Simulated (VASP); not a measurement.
Be:

```
Be
1.0
     2.28530    0.00000    0.00000
    -1.14265    1.97913    0.00000
     0.00000    0.00000    3.58420
Be
2
Direct
  0.33333 0.66667 0.25000
  0.66667 0.33333 0.75000
```

```yaml
Program: VASP 6.6.1
Task: relaxation of volume and atoms at fixed shape
Functional: LDA
Potentials_or_basis: VASP PAW LDA potentials, release 64 (Be)
Cutoff: 600 eV
k_mesh: 13 × 13 × 7
Occupations: fermi-dirac, width 0.1 eV
Spin: no spin polarisation
```

At the start: pressure -7.8 GPa; volume 8.11 Å³/atom.

Task: Where does the relaxation end?

Result: Over 3 steps the energy falls by 13.4 meV/atom and the volume is 7.58 Å³/atom (-6.4 %); space group P6_3/mmc (No. 194, to 0.05 Å).

Step by step:
```
step  energy change (eV)  largest force (eV/Å)  pressure (GPa)  volume (Å³)
   1              0.0000                0.0000           -7.83        16.21
   2             -0.0263                0.0000           -1.14        15.30
   3             -0.0268                0.0000           -0.03        15.17
```

Final structure:
```xyz
2
Lattice="2.2353 0.0000 0.0000 -1.1176 1.9358 0.0000 0.0000 0.0000 3.5057" Properties=species:S:1:pos:R:3 pbc="T T T"
Be    0.0000    1.2905    0.8764
Be    1.1176    0.6453    2.6293
```
